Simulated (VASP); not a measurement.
Set up this calculation in VASP 6.6.1, as the native input.

```yaml
Task: single point
Functional: PBE
Potentials_or_basis: VASP PAW PBE potentials, release 64 (Al, N, F)
Cutoff: 520 eV
k_mesh: 1 × 1 × 1, shifted
Occupations: fermi-dirac, width 0.01 eV
Spin: collinear spin
Fixed_moment: 1 μB
Dipole_correction: no
Further_INCAR_settings: LREAL = Auto; ALGO = Normal; EDIFF = 1e-06; NBANDS = 94
```

The structure of Al16N16F (a cell with a defect) lies in POSCAR:

```
Al16N16F
1.0
    6.2595139128      0.0000000578      0.0000000000
   -3.1297570064      5.4208980350      0.0000000000
    0.0000000000      0.0000000000     10.0348065929
Al N F
16 16 1
Direct
    0.3328895561      0.1713403032      0.2519740538
    0.1679476025      0.3314318618      0.5026785381
    0.3328129796      0.1666517929      0.7506245745
    0.1661863127      0.3396930416      0.9974750140
    0.3313358835      0.6636097869      0.2522499341
    0.1655554048      0.8330230552      0.5028177493
    0.3308544143      0.6660147625      0.7478456130
    0.1643111874      0.8368622886      0.9940237980
    0.8363490143      0.1630333003      0.2492918277
    0.6672933628      0.3294559764      0.5072491155
    0.8332452367      0.1653933781      0.7518656011
    0.6653304398      0.3354247225      1.0012844974
    0.8266283704      0.6653073609      0.2523940877
    0.6659187883      0.8300070278      0.5024841313
    0.8319947857      0.6656690269      0.7507625973
    0.6600920816      0.8342432388      0.9967857785
    0.3445266920      0.1728225626      0.4480985637
    0.1753152255      0.3492228214      0.1826132760
    0.3316527150      0.1721388188      0.9395521933
    0.1667480005      0.3309288575      0.6915167712
    0.3309716819      0.6662263937      0.4420700358
    0.1795070654      0.8303342832      0.1820381003
    0.3286560878      0.6707482488      0.9348319246
    0.1661938604      0.8322318827      0.6918281326
    0.8301494140      0.1678104823      0.4457761881
    0.6690231584      0.3330713040      0.1911005847
    0.8303566808      0.1698780102      0.9401406134
    0.6680925402      0.3302905269      0.6957364874
    0.8249388391      0.6527181455      0.4486557274
    0.6476516385      0.8259754549      0.1821743012
    0.8288127500      0.6697523838      0.9398703103
    0.6665296872      0.8310003229      0.6918315603
    0.0015017294     -0.0091936965      0.3081188662
```

The input as run:

INCAR

```
  PREC = Accurate
  ENCUT = 520
  EDIFF = 1E-6
  ISMEAR = -1
  SIGMA = 0.01
  LREAL = Auto
  LASPH = True
  NELM = 150
  ALGO = Normal
  ISIF = 2
  LWAVE = False
  LCHARG = False
  ISPIN = 2
  MAGMOM = 0 0 0 0 0 0 0 0 0 0 0 0 0 0 0 0 0.02 0.04 0.02 0.01 0 0.28 0.05 0 0.08 0.02 0.01 0.04 0.04 0.1 0.01 0.02 0.12
  LORBIT = 11
  NUPDOWN = 1.0
  GGA = PE
  NBANDS = 94
```

KPOINTS

```
Automatic mesh
0
Gamma
  1 1 1
  0.25 0.25 0.25
```

Potentials or basis: VASP PAW PBE potentials, release 64 (Al, N, F).

Launch:

```console
$ cat potpaw_PBE.64/Al/POTCAR potpaw_PBE.64/N/POTCAR potpaw_PBE.64/F/POTCAR > POTCAR
$ mpirun -np 1 vasp_std > vasp.out
```

Results of the run:

```yaml
Pressure: 4.6 GPa
Largest_force: 0.258 eV/Å
Net_moment: 1.00 μB per cell
Site_moments: Al +0.00, -0.00, +0.01 (each value once); N +0.04, +0.01, +0.00, +0.23, +0.06, +0.03, +0.09 (each value once); F +0.12 μB
Valence_electrons_inside_the_program's_atomic_spheres: Al 0.76, 0.81, 0.84, 0.80, 0.82, 0.86, 0.75 (each value once); N 3.84, 3.86, 3.85, 3.83, 3.79 (each value once); F 6.23
```

Caveat: the k points lie up to 0.58 Å⁻¹ apart; the total moment is fixed, so each spin has its own Fermi level and the state may be an excited one.

Wall time 23 min on 1 thread of Intel(R) Xeon(R) Platinum 8375C CPU @ 2.90GHz (Ice Lake), on a shared host, peak memory 0.71 GiB.
